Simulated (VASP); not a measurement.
Set up this calculation in VASP 6.6.1, as the native input.

```yaml
Task: single point
Functional: PBE
Potentials_or_basis: VASP PAW PBE potentials, release 64 (Hf_pv, N)
Cutoff: 520 eV
k_mesh: 2 × 2 × 2, shifted
Occupations: fermi-dirac, width 0.05 eV
Spin: no spin polarisation
Dipole_correction: no
Further_INCAR_settings: LREAL = Auto; ALGO = Normal; EDIFF = 1e-06; NBANDS = 74; ISYM = 0
```

The structure of HfN lies in POSCAR:

```
HfN
1.0
   -4.5180000000      4.5180000000      0.0000000000
   -4.5180000000      0.0000000000      4.5180000000
    0.0000000000      4.5180000000      4.5180000000
Hf N
8 8
Direct
    0.0000000000      0.0000000000      0.0000000000
    0.5000000000      0.0000000000      0.0000000000
    0.0000000000      0.5000000000      0.0000000000
    0.0000000000      0.0000000000      0.5000000000
    0.5000000000      0.5000000000      0.0000000000
    0.5000000000      0.0000000000      0.5000000000
    0.0000000000      0.5000000000      0.5000000000
    0.5000000000      0.5000000000      0.5000000000
    0.7500000000      0.7500000000      0.7500000000
    0.2500000000      0.7500000000      0.7500000000
    0.7500000000      0.2500000000      0.7500000000
    0.7500000000      0.7500000000      0.2500000000
    0.2500000000      0.2500000000      0.7500000000
    0.2500000000      0.7500000000      0.2500000000
    0.7500000000      0.2500000000      0.2500000000
    0.2500000000      0.2500000000      0.2500000000
```

The input as run:

INCAR

```
SYSTEM = HfN
PREC = Accurate ; ENCUT = 520
EDIFF = 1E-6 ; ISMEAR = -1
SIGMA = 0.05 ; LREAL = Auto
LASPH = .TRUE. ; NELM = 60
ALGO = Normal ; ISIF = 2
LWAVE = .FALSE. ; LCHARG = .TRUE.
GGA = PE ; LELF = .TRUE.
LVHAR = .TRUE. ; NBANDS = 74
ISYM = 0
```

KPOINTS

```
Automatic mesh
0
Gamma
  2 2 2
  0.5 0.5 0.5
```

Potentials or basis: VASP PAW PBE potentials, release 64 (Hf_pv, N).

Command:

```console
$ cat potpaw_PBE.64/Hf_pv/POTCAR potpaw_PBE.64/N/POTCAR > POTCAR
$ mpirun -np 1 vasp_std > vasp.out
```

Results of the run:

The pressure is 3.7 GPa. The band gap on the k mesh is 0.19 eV.

Caveat: the k points lie up to 0.60 Å⁻¹ apart; spin-orbit coupling is left out, which moves the levels of the heavy elements; a shifted mesh leaves out Γ, where band edges can lie.

It took 12 min on 1 thread of Intel(R) Xeon(R) Platinum 8259CL CPU @ 2.50GHz (Skylake/Cascade Lake), on a shared host, peak memory 0.4 GiB.
